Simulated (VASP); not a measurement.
## Se: single point with r2SCAN

Se:

```
CELL_PARAMETERS angstrom
4.48880 0.00000 0.00000
-2.24440 3.88742 0.00000
0.00000 0.00000 4.99162
ATOMIC_POSITIONS crystal
Se 0.21863 0.00000 0.16667
Se 0.00000 0.21863 0.83333
Se 0.78137 0.78137 0.50000
```

* Program: VASP 6.6.1
* Task: single point
* Functional: r2SCAN
* Potentials or basis: VASP PAW PBE potentials, release 64 (Se)
* Cutoff: 520 eV
* k mesh: 6 × 6 × 4
* Occupations: gaussian, width 0.1 eV
* Spin: no spin polarisation
* Dipole correction: no
* Further INCAR settings: ALGO = Normal; EDIFF = 1e-07; NBANDS = 16

The pressure is -0.1 GPa. The largest force is 0.044 eV/Å and the band gap on the k mesh is 1.30 eV, indirect (least direct gap 1.57 eV).

Forces in eV/Å, atoms in the order of the input:
```
Se  -0.044  0.000  0.000
Se   0.022 -0.038  0.000
Se   0.022  0.038  0.000
```

Levels at points of the mesh, in eV from the valence-band top:
| k point | band 5 | band 6 | band 7 | band 8 | band 9 | band 10 | band 11 | band 12 | band 13 | band 14 |
| --- | --- | --- | --- | --- | --- | --- | --- | --- | --- | --- |
| (0.00, 0.00, 0.00) | -3.97 | -3.67 | -2.06 | -2.06 | -0.40 | 2.22 | 2.22 | 2.54 | 6.51 | 7.02 |
| (0.50, 0.00, 0.00) | -4.69 | -3.32 | -2.76 | -1.85 | -0.97 | 2.28 | 2.72 | 4.22 | 5.99 | 8.00 |
| (0.00, 0.00, 0.50) | -3.47 | -3.47 | -1.46 | -1.46 | -1.09 | 1.54 | 1.61 | 1.61 | 6.99 | 7.94 |
| (0.50, 0.00, 0.50) | -4.44 | -4.23 | -1.70 | -1.25 | 0.00 | 1.82 | 2.89 | 3.26 | 6.72 | 8.49 |

It took 93 s on 1 thread of AMD EPYC 9R45 96-Core Processor (Zen 5) (shared host), peak memory 0.2 GiB.

Caveat: the PAW data sets were made with another functional, which shifts forces and pressure a little. r2SCAN opens gaps a little over a GGA but as a rule still falls short of measured ones.
